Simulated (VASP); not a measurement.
Here is a VASP 6.6.1 calculation.

File INCAR:

```
PREC = Accurate
ENCUT = 520
EDIFF = 1E-7
ISMEAR = 0
SIGMA = 0.1
LREAL = False
LASPH = True
NELM = 100
ALGO = Normal
ISIF = 2
LWAVE = False
LCHARG = False
GGA = PE
NBANDS = 27
```

The input KPOINTS:

```
Automatic mesh
0
Gamma
  6 6 6
```

The input POSCAR:

```
HfBr2F2
1.0
   -2.1722620600      2.1722620600      6.2454016700
    2.1722620600     -2.1722620600      6.2454016700
    2.1722620600      2.1722620600     -6.2454016700
Hf Br F
1 2 2
Direct
    0.0000000000      0.0000000000      0.0000000000
    0.7500000000      0.2500000000      0.5000000000
    0.2500000000      0.7500000000      0.5000000000
    0.6068760200      0.6068760200      0.0000000000
    0.3931239800      0.3931239800      0.0000000000
```

Potentials or basis: VASP PAW PBE potentials, release 64 (Hf_pv, Br, F).

Run with:

```console
$ cat potpaw_PBE.64/Hf_pv/POTCAR potpaw_PBE.64/Br/POTCAR potpaw_PBE.64/F/POTCAR > POTCAR
$ mpirun -np 1 vasp_std > vasp.out
```

(1) Estimate the pressure.

(2) What does it give for the largest force?

Answers

(1) -9.5 GPa.

(2) 1.298 eV/Å.

Caveat: the cell stands under tension; forces of over 1 eV/Å act on the atoms, so gaps and moduli don't describe the material at rest.
